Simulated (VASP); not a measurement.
Write the native input for VASP 6.6.1 that does the following.

| Property | Result |
| --- | --- |
| Task | electric field gradients |
| Functional | PBEsol |
| Potentials or basis | VASP PAW PBE potentials, release 64 (Na_pv, Cl) |
| Cutoff | 520 eV |
| k mesh | 8 × 8 × 8 |
| Occupations | fermi-dirac, width 0.02 eV |
| Spin | no spin polarisation |
| Dipole correction | no |
| Further INCAR settings | ALGO = Normal; EDIFF = 1e-08; NBANDS = 14 |

The structure of NaCl lies in POSCAR:

```
NaCl
1.0
    2.8600000000      0.0143000000      0.0143000000
    0.0143000000      2.8600000000      0.0143000000
    0.0143000000      0.0143000000      2.8600000000
Na Cl
1 1
Direct
    0.0000000000      0.0000000000      0.0000000000
    0.5000000000      0.5000000000      0.5000000000
```

This cell differs from its parent crystal: equal xy, yz and zx shear strains of +1 %.

The input as run:

INCAR

```
SYSTEM = NaCl
PREC = Accurate
ENCUT = 520
EDIFF = 1E-8
ISMEAR = -1
SIGMA = 0.02
LREAL = .False.
LASPH = .True.
NELM = 100
ALGO = Normal
ISIF = 2
LWAVE = .False.
LCHARG = .False.
GGA = PS
LEFG = .True.
NBANDS = 14
```

KPOINTS

```
regular mesh
0
Gamma
  8 8 8
  0 0 0
```

Potentials or basis: VASP PAW PBE potentials, release 64 (Na_pv, Cl).

The run is started by

```bash
$ cat potpaw_PBE.64/Na_pv/POTCAR potpaw_PBE.64/Cl/POTCAR > POTCAR
$ mpirun -np 1 vasp_std > vasp.out
```

It gave:

The pressure is 60.1 GPa, the band gap on the k mesh is 4.20 eV and the largest electric field gradient by atom is Na +2.0; Cl +0.7 V/Å².

Caveat: the cell differs from its parent crystal (equal xy, yz and zx shear strains of +1 %); the cell stands under pressure; without QUAD_EFG the Cq values of the log hold for a quadrupole moment of 1 mb, not for the nuclei; the PAW data sets were made with another functional, which shifts forces and pressure a little.

It took 24 s on 1 thread of Intel Xeon 8259CL, with other jobs on the host, peak memory 0.14 GiB.
